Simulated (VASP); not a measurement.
# LiF (P6_3mc) in VASP: single point with HSE06

Aim: the single point of LiF with HSE06.

All numbers are computed with VASP 6.6.1; they aren't measurements. Logs are shortened: lines on timing, memory, paths and dates and some standing lists are left out, and cuts for length are marked.

### Step 1. The cell of the first run

The structure is hexagonal, space group P6_3mc (No. 186). Conventional cell: a = 3.081 Å, b = 3.081 Å, c = 4.785 Å, α = 90.00°, β = 90.00°, γ = 120.00°. Within 2.5 Å of Li (site symmetry 3m) lie 4 F at 1.86 to 1.87 Å. F (site symmetry 3m) has 4 Li at 1.86 to 1.87 Å within 2.5 Å.

### Step 2. Single point, HSE06

POSCAR reads:

```
LiF
1.0
    3.0810126435      0.0000000000      0.0000000000
   -1.5405063218      2.6682352187      0.0000000000
    0.0000000000      0.0000000000      4.7853429566
Li F
2 2
Direct
    0.3333333333      0.6666666667     -0.0074305319
    0.6666666667      0.3333333333      0.4925694681
    0.3333333333      0.6666666667      0.3824305319
    0.6666666667      0.3333333333      0.8824305319
```

INCAR.step1 reads:

```
ALGO = Normal ; EDIFF = 1E-5
ENCUT = 520 ; GGA = PE
ISIF = 2 ; ISMEAR = 0
LASPH = True ; LCHARG = False
LREAL = False ; LWAVE = True
NBANDS = 18 ; NELM = 100
PREC = Accurate ; SIGMA = 0.01
```

INCAR.step2 reads:

```
ALGO = Normal ; EDIFF = 1E-6
ENCUT = 520 ; GGA = PE
HFSCREEN = 0.2079 ; ISIF = 2
ISMEAR = 0 ; ISTART = 1
LASPH = True ; LCHARG = False
LHFCALC = True ; LREAL = False
LWAVE = False ; NBANDS = 18
NELM = 100 ; PREC = Accurate
PRECFOCK = Normal ; SIGMA = 0.01
```

KPOINTS reads:

```
k-points
0
Gamma
  6 6 4
```

Potentials or basis: VASP PAW PBE potentials, release 64 (Li_sv, F).

Launch:

```console
> cat potpaw_PBE.64/Li_sv/POTCAR potpaw_PBE.64/F/POTCAR > POTCAR
> cp INCAR.step1 INCAR
> mpirun -np 1 vasp_std > vasp.out
> cp INCAR.step2 INCAR
> mpirun -np 1 vasp_std > vasp.out
```

OUTCAR:

```text
EDIFF = 1E-6
   ENCUT = 520
   GGA = PE
   HFSCREEN = 0.2079
   ISIF = 2
   ISMEAR = 0
   ISTART = 1
   LASPH = True
   LHFCALC = True
   LREAL = False
   NELM = 100
   PREC = Accurate
   PRECFOCK = Normal

 ion  position               nearest neighbor table
   1  0.333  0.667  0.993-   4 1.86   4 1.86   4 1.86   3 1.87
   2  0.667  0.333  0.493-   3 1.86   3 1.86   3 1.86   4 1.87
   3  0.333  0.667  0.382-   2 1.86   2 1.86   2 1.86   1 1.87
   4  0.667  0.333  0.882-   1 1.86   1 1.86   1 1.86   2 1.87

  LATTYP: Found a hexagonal cell.
 ALAT       =     3.0810126435
 C/A-ratio  =     1.5531721256

  Lattice vectors:

 A1 = (   3.0810126435,   0.0000000000,   0.0000000000)
 A2 = (  -1.5405063218,   2.6682352187,   0.0000000000)
 A3 = (   0.0000000000,   0.0000000000,   4.7853429566)

Analysis of symmetry for initial positions (statically):
=====================================================================
 Subroutine PRICEL returns:
 Original cell was already a primitive cell.

 Routine SETGRP: Setting up the symmetry group for a
 hexagonal supercell.

 Subroutine GETGRP returns: Found 12 space group operations
 (whereof  6 operations were pure point group operations)
 out of a pool of 24 trial point group operations.

The static configuration has the point symmetry C_3v.
 The point group associated with its full space group is C_6v.

Analysis of symmetry for dynamics (positions and initial velocities):
=====================================================================
 Subroutine PRICEL returns:
 Original cell was already a primitive cell.

 Routine SETGRP: Setting up the symmetry group for a
 hexagonal supercell.

 Subroutine GETGRP returns: Found 12 space group operations
 (whereof  6 operations were pure point group operations)
 out of a pool of 24 trial point group operations.

The dynamic configuration has the point symmetry C_3v.
 The point group associated with its full space group is C_6v.

 Subroutine INISYM returns: Found 12 space group operations
 (whereof  6 operations are pure point group operations),
 and found     1 'primitive' translations

----------------------------------------------------------------------------------------

                                     Primitive cell

  volume of cell :      39.3397

  direct lattice vectors                    reciprocal lattice vectors
     3.081012643  0.000000000  0.000000000     0.324568613  0.187389776  0.000000000
    -1.540506322  2.668235219  0.000000000     0.000000000  0.374779552  0.000000000
     0.000000000  0.000000000  4.785342957     0.000000000  0.000000000  0.208971438

  length of vectors
     3.081012643  3.081012644  4.785342957     0.374779552  0.374779552  0.208971438

  position of ions in fractional coordinates (direct lattice)
     0.333333333  0.666666667  0.992569468
     0.666666667  0.333333333  0.492569468
     0.333333333  0.666666667  0.382430532
     0.666666667  0.333333333  0.882430532

  ion indices of the primitive-cell ions
   primitive index   ion index
                 1           1
                 2           2
                 3           3
                 4           4

----------------------------------------------------------------------------------------

 KPOINTS: k-points

Automatic generation of k-mesh.
 Grid dimensions read from file:
 generate k-points for:    6    6    4

 Generating k-lattice:

  Cartesian coordinates                     Fractional coordinates (reciprocal lattice)
     0.054094769  0.031231629  0.000000000     0.166666667  0.000000000  0.000000000
     0.000000000  0.062463259  0.000000000     0.000000000  0.166666667  0.000000000
     0.000000000  0.000000000  0.052242860     0.000000000  0.000000000  0.250000000

  Length of vectors
     0.062463259  0.062463259  0.052242860

  Shift w.r.t. Gamma in fractional coordinates (k-lattice)
     0.000000000  0.000000000  0.000000000

 Subroutine IBZKPT returns following result:
 ===========================================

 Found     21 irreducible k-points:

 Following reciprocal coordinates:
            Coordinates               Weight
  0.000000  0.000000  0.000000      1.000000
  0.166667  0.000000  0.000000      6.000000
  0.333333  0.000000  0.000000      6.000000
  0.500000  0.000000  0.000000      3.000000
  0.166667  0.166667  0.000000      6.000000
  0.333333  0.166667  0.000000     12.000000
[... 13 lines left out ...]
  0.333333  0.166667  0.500000     12.000000
  0.333333  0.333333  0.500000      2.000000
   k-points           NKPTS =     21   k-points in BZ     NKDIM =    144   number of bands    NBANDS=     18
   number of dos      NEDOS =    301   number of ions     NIONS =      4
   total plane-waves  NPLWV =  20736
   dimension x,y,z NGX =    24 NGY =   24 NGZ =   36
   dimension x,y,z NGXF=    48 NGYF=   48 NGZF=   72
   ions per type =               2   2
   NGX,Y,Z   is equivalent  to a cutoff of  12.95, 12.95, 12.51 a.u.
   NGXF,Y,Z  is equivalent  to a cutoff of  25.90, 25.90, 25.01 a.u.
 SYSTEM =  unknown system
   PREC   = accura    normal or accurate (medium, high low for compatibility)
   ISTART =      1    job   : 0-new  1-cont  2-samecut
   ICHARG =      0    charge: 1-file 2-atom 10-const
   ISPIN  =      1    spin polarized calculation?
   LNONCOLLINEAR =      F non collinear calculations
   LSORBIT =      F    spin-orbit coupling
   LASPH  =      T    aspherical Exc in radial PAW
   ENCUT  =  520.0 eV  38.22 Ry    6.18 a.u.   5.73  5.73  8.90*2*pi/ulx,y,z
   NELM   =    100;   NELMIN=  2; NELMDL=  0     # of ELM steps
   EDIFF  = 0.1E-05   stopping-criterion for ELM
   LREAL  =      F    real-space projection
   EDIFFG = 0.1E-04   stopping-criterion for IOM
   NSW    =      0    number of steps for IOM
   IBRION =     -1    ionic relax: 0-MD 1-quasi-New 2-CG
   NFREE  =      0    steps in history (QN), initial steepest desc. (CG)
   ISIF   =      2    stress and relaxation
   ISYM   =      3    0-nonsym 1-usesym 2-fastsym
   POTIM  = 0.5000    time-step for ionic-motion
   TEBEG  =    0.0;   TEEND  =   0.0 temperature during run
   PSTRESS=    0.0 pullay stress
   NELECT =      20.0000    total number of electrons
   NUPDOWN=      -1.0000    fix difference up-down
   EMIN   =  10.00;   EMAX   =-10.00  energy-range for DOS
   EFERMI =   0.00;   METHOD = LEGACY
   ISMEAR =     0;   SIGMA  =   0.01  broadening in eV -4-tet -1-fermi 0-gaus
   EFERMI_NEDOS =   21; number of points for ismear=-14 and -15
   IALGO  =     38    algorithm
   IMIX   =      1    mixing-type and parameters
     AMIX     =   0.40;   BMIX     =  1.00
     AMIX_MAG =   1.60;   BMIX_MAG =  1.00
  volume/ion in A,a.u.               =       9.83        66.37
  Fermi-wavevector in a.u.,A,eV,Ry     =   1.306596  2.469108 23.227767  1.707193
  Thomas-Fermi vector in A             =   2.437387
   LORBIT       =      0    0 simple, 1 ext, 2 COOP (PROOUT), +10 PAW based schemes
   GGA     = PE    functional components
   LHFCALC =     T    Hartree Fock is set to
   PRECFOCK=normal    Normal, Fast or Accurate (Low or Medium for compatibility)
   ENCUT4O =  -1.0   cutoff for four orbital integrals eV
   NKREDX  =     1    reduce k-point grid by
   NKREDY  =     1    reduce k-point grid by
   NKREDZ  =     1    reduce k-point grid by
   AEXX    =    0.2500 exact exchange contribution
   HFSCREEN=    0.2079 screening length (either q_TF or 0.3 A-1)
   HFSCREENC=   0.2079 screening length for correlation (either q_TF or 0.3 A-1)
   ENCUTFOCK=  -1.0 apply spherical cutoff to Coloumb kernel
   IVDW    =     0    specifies the selected vdW correction
   LEPSILON=     F    determine dielectric tensor
   LRPA    =     F    only Hartree local field effects (RPA)
 non-spin polarized calculation
 Gauss-broadening in eV      SIGMA  =   0.01
  energy-cutoff  :      520.00
  volume of cell :       39.34
 maximum number of plane-waves:      1085
 NGX is ok and might be reduce to    24
  NGX = 18; NGY = 18; NGZ = 28

 number of electron      20.0000014 magnetization

 Free energy of the ion-electron system (eV)
  ---------------------------------------------------
  ext. energy  EPLUGINS =         0.00000000
  ---------------------------------------------------
  free energy    TOTEN  =       -22.75942023 eV

  energy without entropy =      -22.75942023  energy(sigma->0) =      -22.75942023

 E-fermi :  -4.0184     XC(G=0):  -7.2960

 val. band max:       -4.1124005651   @ k =   0.0000   0.0000   0.0000
 cond. band min:       5.8886532026   @ k =   0.0000   0.0000   0.0000
 fundamental gap:     10.0010537677
 Fermi energy:        -4.0184017512

 k-point     1 :       0.0000    0.0000    0.0000
  band No.  band energies     occupation
      1     -46.5776      2.00000
      2     -46.5317      2.00000
      3     -25.1615      2.00000
      4     -24.8983      2.00000
      5      -6.4052      2.00000
      6      -4.6560      2.00000
[... 10 lines left out ...]
     17      18.0724      0.00000
     18      19.0047      0.00000

 k-point     2 :       0.1667    0.0000    0.0000
  band No.  band energies     occupation
      1     -46.5688      2.00000
      2     -46.5282      2.00000
      3     -25.1243      2.00000
      4     -24.8917      2.00000
      5      -6.2587      2.00000
      6      -4.9563      2.00000
[... 10 lines left out ...]
     17      18.3709      0.00000
     18      18.4817      0.00000

 k-point     3 :       0.3333    0.0000    0.0000
  band No.  band energies     occupation
      1     -46.5496      2.00000
      2     -46.5231      2.00000
      3     -25.0384      2.00000
      4     -24.8889      2.00000
      5      -6.0557      2.00000
      6      -5.4725      2.00000
[... 349 lines left out ...]
 k-point    20 :       0.3333    0.1667    0.5000
  band No.  band energies     occupation
      1     -46.5302      2.00000
      2     -46.5302      2.00000
      3     -24.9436      2.00000
      4     -24.9436      2.00000
      5      -5.8799      2.00000
      6      -5.8799      2.00000
[... 10 lines left out ...]
     17      18.8182      0.00000
     18      18.8182      0.00000

 k-point    21 :       0.3333    0.3333    0.5000
  band No.  band energies     occupation
      1     -46.5272      2.00000
      2     -46.5272      2.00000
      3     -24.9316      2.00000
      4     -24.9316      2.00000
      5      -5.7577      2.00000
      6      -5.7577      2.00000
[... 10 lines left out ...]
     17      19.7640      0.00000
     18      19.7640      0.00000

------------------------ aborting loop because EDIFF is reached ----------------------------------------

  FORCE on cell =-STRESS in cart. coord.  units (eV):
  Direction    XX          YY          ZZ          XY          YZ          ZX
  --------------------------------------------------------------------------------------
  -------------------------------------------------------------------------------------
  Total        0.2102042      0.2102042      0.2446181     -0.0000000      0.0000000      0.0000000
  in kB        8.5609388      8.5609388      9.9625031     -0.0000000      0.0000000      0.0000000
  external PRESSURE =       9.0281269 kB  Pullay stress =       0.0000000 kB

 VOLUME and BASIS-vectors are now :
 -----------------------------------------------------------------------------
  energy-cutoff  :      520.00
  volume of cell :       39.34
      direct lattice vectors                 reciprocal lattice vectors
     3.081012643  0.000000000  0.000000000     0.324568613  0.187389776  0.000000000
    -1.540506322  2.668235219  0.000000000     0.000000000  0.374779552  0.000000000
     0.000000000  0.000000000  4.785342957     0.000000000  0.000000000  0.208971438

 POSITION                                       TOTAL-FORCE (eV/Angst)
 -----------------------------------------------------------------------------------
     -0.00000      1.77882      4.74979         0.000000     -0.000000      0.003662
      1.54051      0.88941      2.35711        -0.000000      0.000000      0.003662
     -0.00000      1.77882      1.83006         0.000000     -0.000000     -0.003662
      1.54051      0.88941      4.22273        -0.000000      0.000000     -0.003662
 -----------------------------------------------------------------------------------
    total drift:                               -0.000001     -0.000000      0.008450

  FREE ENERGIE OF THE ION-ELECTRON SYSTEM (eV)
  ---------------------------------------------------
  free  energy   TOTEN  =       -22.7594202317 eV

  energy  without entropy=      -22.7594202317  energy(sigma->0) =      -22.75942023
```

Run time: 19 min. Hardware: 1 thread of Intel Xeon Platinum 8488C (Sapphire Rapids), shared host; peak memory 0.26 GiB.

What came out:

| Property | Result |
| --- | --- |
| Free energy | -22.7594 eV |
| Largest force | 0.004 eV/Å |
| Band gap on the k mesh | 10.00 eV |

Forces in eV/Å, atoms in the order of the input:
```
Li   0.000  0.000  0.004
Li   0.000  0.000  0.004
F    0.000  0.000 -0.004
F    0.000  0.000 -0.004
```

Caveat: the cutoff is under 1.25 times the usual one of these potentials, so pressure, stress and relaxed cells hold a basis-set (Pulay) error; the PAW data sets were made with another functional, which shifts forces and pressure a little.
